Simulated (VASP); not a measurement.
# WSe2 (P6_3/mmc) in VASP: a series of runs, part 2 of 2

VASP 6.6.1. Earlier steps stand in the parts before.

## 3. Relaxation of cell and atoms, LDA

Input file INCAR:

```
SYSTEM = WSe2
  PREC = Accurate
  ENCUT = 600
  EDIFF = 1E-7
  ISMEAR = -1
  SIGMA = 0.02
  LREAL = .False.
  LASPH = .True.
  NELM = 100
  ALGO = Normal
  ISIF = 3
  LWAVE = .False.
  LCHARG = .False.
  IBRION = 2
  NSW = 80
  EDIFFG = -0.01
```

Input file KPOINTS:

```
Automatic mesh
0
Gamma
  12 12 2
  0 0 0
```

Input file POSCAR:

```
WSe2
1.0
    3.2900000000      0.0000000000      0.0000000000
   -1.6450000000      2.8492235800      0.0000000000
    0.0000000000      0.0000000000     12.9700000000
W Se
2 4
Direct
    0.3333333300      0.6666666700      0.2500000000
    0.6666666700      0.3333333300      0.7500000000
    0.3333333300      0.6666666700      0.6210000000
    0.6666666700      0.3333333300      0.1210000000
    0.3333333300      0.6666666700      0.8790000000
    0.6666666700      0.3333333300      0.3790000000
```

Potentials or basis: VASP PAW LDA potentials, release 64 (W_sv, Se).

Launch:

```console
> cat potpaw_LDA.64/W_sv/POTCAR potpaw_LDA.64/Se/POTCAR > POTCAR
> mpirun -np 1 vasp_std > vasp.out
```

OUTCAR:

```text
SYSTEM = WSe2
   PREC = Accurate
   ENCUT = 600
   EDIFF = 1E-7
   ISMEAR = -1
   LREAL = .False.
   LASPH = .True.
   NELM = 100
   ISIF = 3
   IBRION = 2
   NSW = 80
   EDIFFG = -0.01

 ion  position               nearest neighbor table
   1  0.333  0.667  0.250-   4 2.53   6 2.53   4 2.53   6 2.53   4 2.53   6 2.53
   2  0.667  0.333  0.750-   3 2.53   5 2.53   3 2.53   5 2.53   3 2.53   5 2.53
   3  0.333  0.667  0.621-   2 2.53   2 2.53   2 2.53
   4  0.667  0.333  0.121-   1 2.53   1 2.53   1 2.53
   5  0.333  0.667  0.879-   2 2.53   2 2.53   2 2.53
   6  0.667  0.333  0.379-   1 2.53   1 2.53   1 2.53

  LATTYP: Found a hexagonal cell.
 ALAT       =     3.2900000000
 C/A-ratio  =     3.9422492401

  Lattice vectors:

 A1 = (   3.2900000000,   0.0000000000,   0.0000000000)
 A2 = (  -1.6450000000,   2.8492235800,   0.0000000000)
 A3 = (   0.0000000000,   0.0000000000,  12.9700000000)

Analysis of symmetry for initial positions (statically):
=====================================================================
 Subroutine PRICEL returns:
 Original cell was already a primitive cell.

 Routine SETGRP: Setting up the symmetry group for a
 hexagonal supercell.
[... 187 lines left out ...]
  in kB      -34.8083349    -34.8083349    -28.8038764      0.0000000      0.0000000     -0.0000000
  external PRESSURE =     -32.8068488 kB  Pullay stress =       0.0000000 kB
[... 101 lines left out ...]
  FREE ENERGIE OF THE ION-ELECTRON SYSTEM (eV)
  ---------------------------------------------------
  free  energy   TOTEN  =       -48.4886423262 eV

  energy  without entropy=      -48.4886423262  energy(sigma->0) =      -48.48864233

[... ionic steps 4 to 12 ...]

--------------------------------------- Ionic step       13  -------------------------------------------

 number of electron      52.0000000 magnetization

------------------------ aborting loop because EDIFF is reached ----------------------------------------
[... 75 lines left out ...]
--------------------------------------- Ionic step       15  -------------------------------------------

 number of electron      52.0000000 magnetization

 Free energy of the ion-electron system (eV)
  ---------------------------------------------------
  ext. energy  EPLUGINS =         0.00000000
  ---------------------------------------------------
  free energy    TOTEN  =       -48.49368967 eV

  energy without entropy =      -48.49368967  energy(sigma->0) =      -48.49368967

 E-fermi :   7.0687     XC(G=0): -11.1753

 val. band max:        6.6154632196   @ k =   0.0000   0.0000   0.0000
 cond. band min:       7.4892120626   @ k =   0.1667   0.1667   0.0000
 fundamental gap:      0.8737488430
 Fermi energy:         7.0686980084

 k-point     1 :       0.0000    0.0000    0.0000
  band No.  band energies     occupation
      1     -67.2302      2.00000
      2     -67.2302      2.00000
      3     -31.7709      2.00000
      4     -31.7709      2.00000
      5     -31.6020      2.00000
      6     -31.6020      2.00000
[... 805 lines left out ...]
     30       8.6482      0.00000
     31       9.8450      0.00000

 [... further k-points ...]
[... 5 lines left out ...]
  --------------------------------------------------------------------------------------
  -------------------------------------------------------------------------------------
  Total       -0.0459973     -0.0459973      0.0293966      0.0000000      0.0000000     -0.0000000
  in kB       -0.6256560     -0.6256560      0.3998539      0.0000000      0.0000000     -0.0000000
  external PRESSURE =      -0.2838194 kB  Pullay stress =       0.0000000 kB
[... 21 lines left out ...]
  FREE ENERGIE OF THE ION-ELECTRON SYSTEM (eV)
  ---------------------------------------------------
  free  energy   TOTEN  =       -48.4936896745 eV

  energy  without entropy=      -48.4936896745  energy(sigma->0) =      -48.49368967

 reached required accuracy - stopping structural energy minimisation
```

Wall time 24 min (1 thread of Intel Xeon Platinum 8259CL at 2.50GHz (Skylake/Cascade Lake), shared host); peak memory 0.34 GiB.

Results:

```yaml
Free_energy: -48.4937 eV
Relaxed_volume: 19.63 Å³/atom
Relaxed_cell: a = 3.256 Å, b = 3.256 Å, c = 12.830 Å, α = 90.00°, β = 90.00°, γ = 120.00°
Space_group_after_relaxing_to_0.05_Å: P6_3/mmc (No. 194)
Energy_gained_by_relaxing: 5.4 meV/atom
Ionic_steps: 15
Pressure_after_relaxing: 0.0 GPa
Largest_force_after_relaxing: 0.005 eV/Å
Band_gap_on_the_k_mesh: 0.87 eV, indirect (least direct gap 1.60 eV)
```

Forces in eV/Å, atoms in the order of the input:
```
W    0.000  0.000  0.000
W    0.000  0.000  0.000
Se   0.000  0.000 -0.005
Se   0.000  0.000 -0.005
Se   0.000  0.000  0.005
Se   0.000  0.000  0.005
```

Stress tensor (GPa, compression positive):
```
-0.06  0.00  0.00
 0.00 -0.06  0.00
 0.00  0.00  0.04
```

Step by step:
| step | energy change (eV) | largest force (eV/Å) | pressure (GPa) | volume (Å³) |
| --- | --- | --- | --- | --- |
| 1 | 0.0000 | 0.2615 | -3.28 | 121.58 |
| 2 | 0.0946 | 1.0273 | 7.47 | 114.42 |
| 3 | -0.0274 | 0.1253 | -0.14 | 119.22 |
| 4 | -0.0274 | 0.1334 | -0.08 | 119.17 |
| 5 | -0.0311 | 0.0315 | -0.02 | 118.66 |
| 6 | -0.0312 | 0.0298 | -0.02 | 118.65 |
| 7 | -0.0314 | 0.0209 | -0.07 | 118.61 |
| 8 | -0.0318 | 0.0046 | -0.22 | 118.47 |
| 9 | -0.0318 | 0.0564 | -0.52 | 118.19 |
| 10 | -0.0319 | 0.0293 | -0.36 | 118.33 |
| 11 | -0.0320 | 0.0270 | -0.34 | 118.30 |
| 12 | -0.0321 | 0.0202 | -0.27 | 118.19 |
| 13 | -0.0323 | 0.0066 | -0.14 | 117.97 |
| 14 | -0.0323 | 0.0208 | 0.13 | 117.54 |
| 15 | -0.0324 | 0.0051 | -0.03 | 117.79 |

Final structure:
```
W Se
1.0
     3.25591    0.00000    0.00000
    -1.62795    2.81970    0.00000
     0.00000    0.00000   12.83018
W Se
2 4
Direct
  0.33333 0.66667 0.25000
  0.66667 0.33333 0.75000
  0.33333 0.66667 0.61986
  0.66667 0.33333 0.11986
  0.33333 0.66667 0.88014
  0.66667 0.33333 0.38014
```

Caveat: spin-orbit coupling is left out, which moves the levels of the heavy elements. Zero-point motion and thermal expansion aren't in these numbers.
